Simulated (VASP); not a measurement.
Na: electric field gradients with PBE

Na:

```
Na
1.0
    -2.07464    2.07464    2.07464
     2.07464   -2.07464    2.07464
     2.07464    2.07464   -2.07464
Na
1
Cartesian
  0.0000 0.0000 0.0000
```

This cell differs from its parent crystal: volume scaled by 0.9405.

- Program: VASP 6.6.1
- Task: electric field gradients
- Functional: PBE
- Potentials or basis: VASP PAW PBE potentials, release 64 (Na_pv)
- Cutoff: 520 eV
- k mesh: 11 × 11 × 11
- Occupations: fermi-dirac, width 0.03 eV
- Spin: no spin polarisation
- Dipole correction: no
- Further INCAR settings: ALGO = Normal; EDIFF = 1e-08; NBANDS = 10

| Property | Result |
| --- | --- |
| Pressure | 0.3 GPa |

Levels at points of the mesh, in eV from the Fermi level:
| k point | band 1 | band 2 | band 3 | band 4 | band 5 | band 6 | band 7 |
| --- | --- | --- | --- | --- | --- | --- | --- |
| (0.00, 0.00, 0.00) | -24.88 | -24.88 | -24.88 | -3.37 | 11.97 | 11.97 | 11.97 |

It took 9.8 s on 1 thread of Intel(R) Xeon(R) Platinum 8488C (Sapphire Rapids) (shared host), peak memory 0.15 GiB.

Caveat: without QUAD_EFG the Cq values of the log hold for a quadrupole moment of 1 mb, not for the nuclei.
